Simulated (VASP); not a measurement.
# MgO (P6_3/mmc) in VASP: a series of runs, part 2 of 2

VASP 6.6.1. Earlier steps stand in the parts before.

## 3. Single point, PBE

INCAR

```
SYSTEM = MgO
PREC = Accurate
ENCUT = 600
EDIFF = 1E-6
ISMEAR = 0
SIGMA = 0.02
LREAL = .FALSE.
LASPH = .TRUE.
NELM = 120
ALGO = Normal
ISIF = 2
LWAVE = .FALSE.
LCHARG = .FALSE.
GGA = PE
NBANDS = 16
GGA_COMPAT = .FALSE.
```

KPOINTS

```
regular mesh
0
G
  6 6 6
  0 0 0
```

POSCAR

```
MgO
1.0
    3.5207217159      0.0000000000      0.0000000000
   -1.7603608580      3.0490344456      0.0000000000
    0.0000000000      0.0000000000      4.2382702817
Mg O
2 2
Direct
    0.6666666667      0.3333333333      0.7500000000
    0.3333333333      0.6666666667      0.2500000000
    0.6666666667      0.3333333333      0.2500000000
    0.3333333333      0.6666666667      0.7500000000
```

Potentials or basis: VASP PAW PBE potentials, release 64 (Mg, O).

Run with:

```bash
cat potpaw_PBE.64/Mg/POTCAR potpaw_PBE.64/O/POTCAR > POTCAR
mpirun -np 1 vasp_std > vasp.out
```

OUTCAR:

```text
SYSTEM = MgO
   PREC = Accurate
   ENCUT = 600
   EDIFF = 1E-6
   ISMEAR = 0
   LREAL = .FALSE.
   LASPH = .TRUE.
   NELM = 120
   ISIF = 2
   GGA = PE

 ion  position               nearest neighbor table
   1  0.667  0.333  0.750-   4 2.03   4 2.03   4 2.03   3 2.12   3 2.12   2 2.94   2 2.94   2 2.94
                             2 2.94   2 2.94   2 2.94
   2  0.333  0.667  0.250-   3 2.03   3 2.03   3 2.03   4 2.12   4 2.12   1 2.94   1 2.94   1 2.94
                             1 2.94   1 2.94   1 2.94
   3  0.667  0.333  0.250-   2 2.03   2 2.03   2 2.03   1 2.12   1 2.12
   4  0.333  0.667  0.750-   1 2.03   1 2.03   1 2.03   2 2.12   2 2.12

  LATTYP: Found a hexagonal cell.
 ALAT       =     3.5207217159
 C/A-ratio  =     1.2038072372

  Lattice vectors:

 A1 = (   3.5207217159,   0.0000000000,   0.0000000000)
 A2 = (  -1.7603608580,   3.0490344456,   0.0000000000)
 A3 = (   0.0000000000,   0.0000000000,   4.2382702817)

Analysis of symmetry for initial positions (statically):
=====================================================================
 Subroutine PRICEL returns:
 Original cell was already a primitive cell.

 Routine SETGRP: Setting up the symmetry group for a
 hexagonal supercell.

 Subroutine GETGRP returns: Found 24 space group operations
 (whereof 12 operations were pure point group operations)
 out of a pool of 24 trial point group operations.

The static configuration has the point symmetry D_3d.
 The point group associated with its full space group is D_6h.

Analysis of symmetry for dynamics (positions and initial velocities):
=====================================================================
 Subroutine PRICEL returns:
 Original cell was already a primitive cell.

 Routine SETGRP: Setting up the symmetry group for a
 hexagonal supercell.

[... 122 lines left out ...]
   EMIN   =  10.00;   EMAX   =-10.00  energy-range for DOS
   EFERMI =   0.00;   METHOD = LEGACY
   ISMEAR =     0;   SIGMA  =   0.02  broadening in eV -4-tet -1-fermi 0-gaus
   EFERMI_NEDOS =   21; number of points for ismear=-14 and -15
   IALGO  =     38    algorithm
   IMIX   =      4    mixing-type and parameters
     AMIX     =   0.40;   BMIX     =  1.00
     AMIX_MAG =   1.60;   BMIX_MAG =  1.00
  volume/ion in A,a.u.               =      11.37        76.76
  Fermi-wavevector in a.u.,A,eV,Ry     =   1.155546  2.183665 18.167679  1.335287
  Thomas-Fermi vector in A             =   2.292174
   LORBIT       =      0    0 simple, 1 ext, 2 COOP (PROOUT), +10 PAW based schemes
   GGA     = PE    functional components
   LHFCALC =     F    Hartree Fock is set to
   AEXX    =    0.0000 exact exchange contribution
   IVDW    =     0    specifies the selected vdW correction
   LEPSILON=     F    determine dielectric tensor
   LRPA    =     F    only Hartree local field effects (RPA)
 non-spin polarized calculation
 Gauss-broadening in eV      SIGMA  =   0.02
  energy-cutoff  :      600.00
  volume of cell :       45.50
 maximum number of plane-waves:      1533
   NGX = 15   NGY = 15   NGZ = 17

 number of electron      15.9999999 magnetization

 Free energy of the ion-electron system (eV)
  ---------------------------------------------------
  ext. energy  EPLUGINS =         0.00000000
  ---------------------------------------------------
  free energy    TOTEN  =       -23.68131506 eV

  energy without entropy =      -23.68131506  energy(sigma->0) =      -23.68131506

 E-fermi :   1.9124     XC(G=0):  -9.9257

 val. band max:        1.7931336902   @ k =   0.0000   0.0000   0.0000
 cond. band min:       5.0552843614   @ k =   0.0000   0.0000   0.0000
 fundamental gap:      3.2621506713
 Fermi energy:         1.9123972886

 k-point     1 :       0.0000    0.0000    0.0000
  band No.  band energies     occupation
      1     -15.0021      2.00000
      2     -13.6956      2.00000
      3      -1.7429      2.00000
      4       0.1217      2.00000
      5       0.1217      2.00000
      6       1.0201      2.00000
[... 433 lines left out ...]
      3      -1.6938      2.00000
      4      -1.6938      2.00000
      5       0.3657      2.00000
      6       0.3657      2.00000
[... 8 lines left out ...]
     15      16.3054      0.00000
     16      16.3054      0.00000

 [... further k-points ...]
[... 5 lines left out ...]
  --------------------------------------------------------------------------------------
  -------------------------------------------------------------------------------------
  Total       -0.1830736     -0.1830736     -0.2241867      0.0000000     -0.0000000      0.0000000
  in kB       -6.4469403     -6.4469403     -7.8947376      0.0000000     -0.0000000      0.0000000
  external PRESSURE =      -6.9295394 kB  Pullay stress =       0.0000000 kB

 VOLUME and BASIS-vectors are now :
 -----------------------------------------------------------------------------
  energy-cutoff  :      600.00
  volume of cell :       45.50
      direct lattice vectors                 reciprocal lattice vectors
     3.520721716  0.000000000  0.000000000     0.284032673  0.163986340  0.000000000
    -1.760360858  3.049034446  0.000000000     0.000000000  0.327972680  0.000000000
     0.000000000  0.000000000  4.238270282     0.000000000  0.000000000  0.235945311

 POSITION                                       TOTAL-FORCE (eV/Angst)
 -----------------------------------------------------------------------------------
      1.76036      1.01634      3.17870        -0.000000      0.000000     -0.000000
     -0.00000      2.03269      1.05957         0.000000     -0.000000     -0.000000
      1.76036      1.01634      1.05957        -0.000000     -0.000000      0.000000
     -0.00000      2.03269      3.17870         0.000000      0.000000     -0.000000
 -----------------------------------------------------------------------------------
    total drift:                               -0.000000      0.000000     -0.000000

  FREE ENERGIE OF THE ION-ELECTRON SYSTEM (eV)
  ---------------------------------------------------
  free  energy   TOTEN  =       -23.6813150588 eV

  energy  without entropy=      -23.6813150588  energy(sigma->0) =      -23.68131506
```

It took 9.4 s on 1 thread of Intel Xeon 6975P-C (Granite Rapids), shared host; peak memory 0.18 GiB.

Results:

```yaml
Free_energy: -23.6813 eV
Pressure: -0.7 GPa
Band_gap_on_the_k_mesh: 3.26 eV, direct
```

Levels at points of the mesh, in eV from the valence-band top:
| k point | band 4 | band 5 | band 6 | band 7 | band 8 | band 9 | band 10 | band 11 | band 12 | band 13 |
| --- | --- | --- | --- | --- | --- | --- | --- | --- | --- | --- |
| (0.00, 0.00, 0.00) | -1.67 | -1.67 | -0.77 | -0.77 | 0.00 | 3.26 | 9.19 | 11.94 | 12.34 | 12.34 |
| (0.50, 0.00, 0.00) | -2.29 | -2.26 | -1.93 | -1.25 | -0.52 | 6.90 | 8.74 | 9.73 | 11.72 | 12.85 |
| (0.00, 0.00, 0.50) | -2.37 | -1.24 | -1.24 | -1.24 | -1.24 | 6.28 | 6.28 | 12.70 | 12.70 | 12.70 |
| (0.50, 0.00, 0.50) | -3.76 | -1.49 | -1.49 | -0.78 | -0.78 | 7.20 | 7.20 | 11.59 | 11.59 | 13.83 |

## 4. Single point, PBE

This run uses another cell than the first one, of 9.94 Å³/atom, 0.874 times its volume.

INCAR

```
  PREC = Accurate
  ENCUT = 600
  EDIFF = 1E-6
  ISMEAR = 0
  SIGMA = 0.01
  LREAL = F
  LASPH = T
  NELM = 120
  ALGO = Normal
  ISIF = 2
  LWAVE = F
  LCHARG = F
  GGA = PE
  NBANDS = 16
  GGA_COMPAT = F
```

KPOINTS

```
Automatic mesh
0
Gamma
  12 12 6
```

POSCAR

```
MgO
1.0
    3.3616394071      0.0000000000      0.0000000000
   -1.6808197036      2.9112651250      0.0000000000
    0.0000000000      0.0000000000      4.0627825450
Mg O
2 2
Direct
    0.6666666667      0.3333333333      0.7500000000
    0.3333333333      0.6666666667      0.2500000000
    0.6666666667      0.3333333333      0.2500000000
    0.3333333333      0.6666666667      0.7500000000
```

Run with:

```bash
cat potpaw_PBE.64/Mg/POTCAR potpaw_PBE.64/O/POTCAR > POTCAR
mpirun -np 1 vasp_std > vasp.out
```

It took 17 s on 1 thread of Intel Xeon 6975P-C (Granite Rapids), shared host; peak memory 0.19 GiB.

It converged, with:

| Quantity | Value |
| --- | --- |
| Free energy | -23.3414 eV |
| Pressure | 21.4 GPa |
| Band gap on the k mesh | 3.96 eV, direct |

Stress tensor (GPa, compression positive):
```
21.43  0.00  0.00
 0.00 21.43  0.00
 0.00  0.00 21.20
```

Levels at points of the mesh, in eV from the valence-band top:
```csv
k point,band 4,band 5,band 6,band 7,band 8,band 9,band 10,band 11,band 12,band 13
"(0.00, 0.00, 0.00)",-1.94,-1.94,-0.97,-0.97,0.00,3.96,10.30,13.00,13.30,13.30
"(0.50, 0.00, 0.00)",-2.64,-2.59,-2.17,-1.47,-0.62,7.31,10.09,10.14,13.36,13.36
"(0.00, 0.00, 0.50)",-2.63,-1.48,-1.48,-1.48,-1.48,7.02,7.02,13.66,13.66,13.66
"(0.50, 0.00, 0.50)",-4.27,-1.73,-1.73,-0.98,-0.98,7.68,7.68,13.14,13.14,14.96
```

## 5. Single point, PBE

This run uses another cell than the first one, of 10.54 Å³/atom, 0.927 times its volume.

INCAR

```
SYSTEM = MgO
ALGO = Normal ; EDIFF = 1E-6
ENCUT = 600 ; GGA = PE
GGA_COMPAT = .False. ; ISIF = 2
ISMEAR = 0 ; LASPH = .True.
LCHARG = .False. ; LREAL = .False.
LWAVE = .False. ; NBANDS = 16
NELM = 120 ; PREC = Accurate
SIGMA = 0.01
```

KPOINTS

```
k-points
0
Gamma
  12 12 6
  0 0 0
```

POSCAR

```
MgO
1.0
    3.4298373350      0.0000000000      0.0000000000
   -1.7149186675      2.9703262630      0.0000000000
    0.0000000000      0.0000000000      4.1394144914
Mg O
2 2
Direct
    0.6666666667      0.3333333333      0.7500000000
    0.3333333333      0.6666666667      0.2500000000
    0.6666666667      0.3333333333      0.2500000000
    0.3333333333      0.6666666667      0.7500000000
```

Run with:

```bash
cat potpaw_PBE.64/Mg/POTCAR potpaw_PBE.64/O/POTCAR > POTCAR
mpirun -np 1 vasp_std > vasp.out
```

Wall time 19 s (1 thread of Intel Xeon 6975P-C (Granite Rapids), shared host); peak memory 0.21 GiB.

It converged, with:

- Free energy: -23.5816 eV
- Pressure: 10.3 GPa
- Band gap on the k mesh: 3.65 eV, direct

Stress tensor (GPa, compression positive):
```
10.34  0.00  0.00
 0.00 10.34  0.00
 0.00  0.00 10.16
```

Levels at points of the mesh, in eV from the valence-band top:
```csv
k point,band 6,band 7,band 8,band 9,band 10,band 11
"(0.00, 0.00, 0.00)",-0.88,-0.88,0.00,3.65,9.81,12.53
"(0.50, 0.00, 0.00)",-2.06,-1.37,-0.57,7.13,9.51,9.94
"(0.00, 0.00, 0.50)",-1.37,-1.37,-1.37,6.69,6.69,13.23
"(0.50, 0.00, 0.50)",-1.62,-0.89,-0.89,7.47,7.47,12.44
```

## 6. Overview

| cell | k mesh | smearing | gap on the mesh (eV) | pressure (GPa) |
| --- | --- | --- | --- | --- |
| a = 3.521, b = 3.521, c = 4.238 Å, angles 90.0, 90.0, 120.0°, 4 atoms | 6 × 6 × 6 | gaussian 0.01 eV | 3.26 | -0.7 |
| a = 3.521, b = 3.521, c = 4.238 Å, angles 90.0, 90.0, 120.0°, 4 atoms | 6 × 6 × 6 | gaussian 0.02 eV | 3.26 | -0.7 |
| a = 3.362, b = 3.362, c = 4.063 Å, angles 90.0, 90.0, 120.0°, 4 atoms | 12 × 12 × 6 | gaussian 0.01 eV | 3.96 | 21.4 |
| a = 3.430, b = 3.430, c = 4.139 Å, angles 90.0, 90.0, 120.0°, 4 atoms | 12 × 12 × 6 | gaussian 0.01 eV | 3.65 | 10.3 |

Alike in all rows: task single point; level PBE; potentials or basis VASP PAW PBE potentials, release 64 (Mg, O); no spin polarisation; cutoff (eV) 600.

Absolute energies hang on the potentials; compare differences alone.
